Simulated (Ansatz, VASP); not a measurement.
**ReBi2 in VASP and in Ansatz**

```
Re Bi
1.0
     5.30139    0.00000    0.00000
     0.00000    6.47030    0.00000
     0.00000    0.00000    4.03920
Re Bi
2 4
Direct
  0.00000 0.00000 0.00000
  0.50000 0.50000 0.50000
  0.20040 0.37870 0.00000
  0.79960 0.62130 0.00000
  0.70040 0.12130 0.50000
  0.29960 0.87870 0.50000
```

Alike in both runs: task single point; functional PBE; k mesh 4 × 4 × 4; occupations gaussian, width 0.1 eV; no spin polarisation.

|  | VASP | Ansatz |
| --- | --- | --- |
| version | VASP 6.6.1 | Ansatz 0.2.0 |
| potentials or method | VASP PAW PBE potentials, release 64 (Re, Bi_d), cutoff 520 eV | scalar-relativistic, plane waves, PAW |
| valence electrons in the cell | 74 | 90 |

Ansatz gave:

* gap on the k mesh at the Fermi level (eV): none
* pressure (GPa): 22.1
* traceless stress, the component that is largest in VASP (GPa): -13.05
* rms of the force components (eV/Å): 1.593

Problem. Which values does VASP return?

Solution. gap on the k mesh at the Fermi level (eV): none; pressure (GPa): 22.2; traceless stress, the component that is largest in VASP (GPa): -13.08; rms of the force components (eV/Å): 1.591.

Atom by atom the forces differ by 0.003 eV/Å (rms over components). A gap of «none» marks a metal or a gap that the smearing closes. VASP's potentials hold 74 valence electrons a cell and Ansatz's 90, so a difference there can come from the potentials and not from the codes.

The k mesh is coarse, so the values compare programs but aren't converged. Spin-orbit coupling is off throughout.
